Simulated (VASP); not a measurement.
AlB2P3, 6 atoms in the cell. The structure is tetragonal, space group I-4m2 (No. 119). Conventional cell: a = 3.396 Å, b = 3.396 Å, c = 15.080 Å, α = 90.00°, β = 90.00°, γ = 90.00°. Within 3.1 Å of Al (site symmetry -4m2) lie 4 P at 2.31 Å. Within 2.7 Å of B (site symmetry 2mm) lie 4 P at 2.02 to 2.03 Å. P (site symmetry 2mm) has 2 B at 2.02 Å and 2 Al at 2.31 Å within 2.7 Å. Within 2.7 Å of P (site symmetry -4m2) lie 4 B at 2.03 Å. 

| Quantity | Value |
| --- | --- |
| Program | VASP 6.6.1 |
| Task | relaxation of cell and atoms |
| Functional | PBE |
| Potentials or basis | VASP PAW PBE potentials, release 64 (Al, B, P) |
| Cutoff | 600 eV |
| k mesh | 12 × 12 × 12 |
| Occupations | gaussian, width 0.02 eV |
| Spin | no spin polarisation |
| Dipole correction | no |
| Further INCAR settings | ALGO = Normal; EDIFF = 1e-06; IBRION = 2; EDIFFG = -0.01; NSW = 100; ISIF = 3 |

Potentials or basis: VASP PAW PBE potentials, release 64 (Al, B, P).

Launch:

```sh
$ cat potpaw_PBE.64/Al/POTCAR potpaw_PBE.64/B/POTCAR potpaw_PBE.64/P/POTCAR > POTCAR
$ mpirun -np 1 vasp_std > vasp.out
```

Hardware: 1 thread of Intel(R) Xeon(R) Platinum 8488C (Sapphire Rapids), on a shared host.

Question: Estimate the wall time of this run.

Answer: Wall time 18 min on 1 thread of Intel(R) Xeon(R) Platinum 8488C (Sapphire Rapids) (shared host), peak memory 0.78 GiB. Counts: scf iterations 22, k points 163, ion steps 3.
